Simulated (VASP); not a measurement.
Set up this calculation in VASP 6.6.1, as the native input.

| Item | Value |
| --- | --- |
| Task | single point |
| Functional | PBE |
| Potentials or basis | VASP PAW PBE potentials, release 64 (K_sv) |
| Cutoff | 520 eV |
| k mesh | 9 × 9 × 9 |
| Occupations | fermi-dirac, width 0.05 eV |
| Spin | no spin polarisation |
| Dipole correction | no |
| Further INCAR settings | ALGO = Fast; EDIFF = 1e-06; NBANDS = 16 |

The structure of K lies in POSCAR:

```
K
1.0
   -2.1782660774      2.1782660774      7.9371266709
    2.1782660774     -2.1782660774      7.9371266709
    2.1782660774      2.1782660774     -7.9371266709
K
2
Direct
    0.5000000000      0.5000000000      0.0000000000
    0.2500000000      0.7500000000      0.5000000000
```

The input as run:

INCAR

```
ALGO     = Fast           # electronic algorithm
EDIFF    = 1E-6           # SCF threshold, eV
ENCUT    = 520            # plane-wave cutoff, eV
GGA      = PE             # functional
ISIF     = 2              # what is computed and relaxed
ISMEAR   = -1             # smearing method
LASPH    = T              # aspherical terms in the spheres
LCHARG   = F              # write CHGCAR
LREAL    = F              # projectors in reciprocal space
LWAVE    = F              # write WAVECAR
NBANDS   = 16             # bands
NELM     = 80             # most SCF steps
PREC     = Accurate       # precision mode
SIGMA    = 0.05           # smearing width, eV
```

KPOINTS

```
k-points
0
Gamma
  9 9 9
```

Potentials or basis: VASP PAW PBE potentials, release 64 (K_sv).

Launch:

```sh
$ cat potpaw_PBE.64/K_sv/POTCAR > POTCAR
$ mpirun -np 1 vasp_std > vasp.out
```

Results of the run:

| Property | Result |
| --- | --- |
| Pressure | 0.1 GPa |
| Band gap on the k mesh | zero (band 9 reaches 1.00 eV, above the bottom of band 10 at -1.50 eV) |

It took 6.9 min on 1 thread of Intel(R) Xeon(R) 6975P-C (Granite Rapids), on a shared host, peak memory 0.6 GiB.
